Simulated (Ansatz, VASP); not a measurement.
## HfC: VASP beside Ansatz

INCAR

```
ALGO = Normal
EDIFF = 1E-8
ENCUT = 520
GGA = CA
ISIF = 2
ISMEAR = -1
LASPH = True
LCHARG = False
LEFG = True
LREAL = False
LWAVE = False
NBANDS = 14
NELM = 60
PREC = Accurate
SIGMA = 0.05
```

KPOINTS

```
k-points
0
Gamma
  14 14 14
```

POSCAR

```
HfC
1.0
    0.0000000000      2.3171388429      2.3171388429
    2.3171388429      0.0000000000      2.3171388429
    2.3171388429      2.3171388429      0.0000000000
Hf C
1 1
Direct
    0.0000000000      0.0000000000      0.0000000000
    0.5000000000      0.5000000000      0.5000000000
```

Input for Ansatz:

```yaml
crystal:
  lattice:
    - [0.0, 2.3171388429, 2.3171388429]
    - [2.3171388429, 0.0, 2.3171388429]
    - [2.3171388429, 2.3171388429, 0.0]
  atoms:
    - { symbol: Hf, position: [0.0, 0.0, 0.0] }
    - { symbol: C, position: [0.5, 0.5, 0.5] }
kpoints:
  mp_grid: { grid: [14, 14, 14] }
  band_path:
    path:
      - [0.0, 0.0, 0.0]
      - [0.5, 0.0, 0.5]
      - [0.625, 0.25, 0.625]
      - [0.375, 0.375, 0.75]
      - [0.0, 0.0, 0.0]
      - [0.5, 0.5, 0.5]
      - [0.5, 0.25, 0.75]
      - [0.5, 0.0, 0.5]
    npoints: 14
scf:
  occupations: { method: fermi_dirac, width: 0.05 }
hamiltonian:
  xc: lda
  pseudopotentials: { kind: paw }
output:
  forces: true
  stress: true
  eigenvalues: true
  efg: { contact_densities: true }
  populations: true
  bader: true
  dos: { projected: true, de: 0.2, e_range: [-14, 8] }
  write_density: true
  write_potential: true
  elf: true
  volumetric_format: npy
```

Alike in both runs: task electric field gradients; functional LDA; k mesh 14 × 14 × 14; occupations fermi-dirac, width 0.05 eV; no spin polarisation.

|  | VASP | Ansatz |
| --- | --- | --- |
| version | VASP 6.6.1 | Ansatz 0.2.0 |
| potentials or method | VASP PAW LDA potentials, release 64 (Hf_pv, C) | PAW with Ansatz's default frozen-core files, scalar-relativistic |
| plane-wave cutoff (eV) | 520 | 420 |
| valence electrons in the cell | 14 | 30 |

```csv
,VASP,Ansatz,Ansatz less VASP
pressure (GPa),-9.3,-9.7,-0.37
```

LDA's correlation is that of Perdew and Zunger in VASP and of Perdew and Wang (1992) in Ansatz. VASP's potentials hold 14 valence electrons a cell and Ansatz's 30, so a difference there can come from the potentials and not from the codes.

Neither program's run includes spin-orbit coupling.
